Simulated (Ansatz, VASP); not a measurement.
## One calculation of Sn, two programs

Contents of INCAR:

```
SYSTEM = Sn
  PREC = Accurate
  ENCUT = 520
  EDIFF = 1E-7
  ISMEAR = 0
  SIGMA = 0.15
  LREAL = .FALSE.
  LASPH = .TRUE.
  NELM = 100
  ALGO = Fast
  ISIF = 2
  LWAVE = .FALSE.
  LCHARG = .TRUE.
  GGA = PS
  LELF = .TRUE.
  LVHAR = .TRUE.
  NBANDS = 13
```

The input KPOINTS:

```
regular mesh
0
G
  18 18 18
  0 0 0
```

The input POSCAR:

```
Sn
1.0
   -1.8946518192      1.8946518192      2.0462239647
    1.8946518192     -1.8946518192      2.0462239647
    1.8946518192      1.8946518192     -2.0462239647
Sn
1
Direct
    0.0000000000      0.0000000000      0.0000000000
```

Input for Ansatz:

```yaml
crystal:
  lattice:
    - [-1.8946518192, 1.8946518192, 2.0462239647]
    - [1.8946518192, -1.8946518192, 2.0462239647]
    - [1.8946518192, 1.8946518192, -2.0462239647]
  atoms:
    - { symbol: Sn, position: [0.0, 0.0, 0.0] }
basis:
  ecutwfc: 420
kpoints:
  mp_grid: { grid: [18, 18, 18] }
hamiltonian:
  xc: pbesol
scf:
  occupations: { method: gaussian, width: 0.15 }
output:
  forces: true
  stress: true
  eigenvalues: true
```

Change from the starting cell: strain +0.000 along x and y, +0.080 along z, atoms carried along.

Alike in both runs: task single point; functional PBEsol; k mesh 18 × 18 × 18; occupations gaussian, width 0.15 eV; no spin polarisation.

```csv
,VASP,Ansatz
version,VASP 6.6.1,Ansatz 0.2.0
potentials or method,"VASP PAW PBE potentials, release 64 (Sn_d), cutoff 520 eV","scalar-relativistic, plane waves, PAW"
valence electrons in the cell,14,14
```

|  | VASP | Ansatz | Ansatz less VASP |
| --- | --- | --- | --- |
| gap on the k mesh at the Fermi level (eV) | none | none | - |
| pressure (GPa) | -5.0 | -4.9 | +0.06 |
| traceless stress, the component that is largest in VASP (GPa) | 0.42 | 0.42 | 0.000 |

VASP's potentials were made for PBE, not for PBEsol. A gap of «none» marks a metal or a gap that the smearing closes. The functional is the same, so the differences come from potentials, cutoffs and numerics.
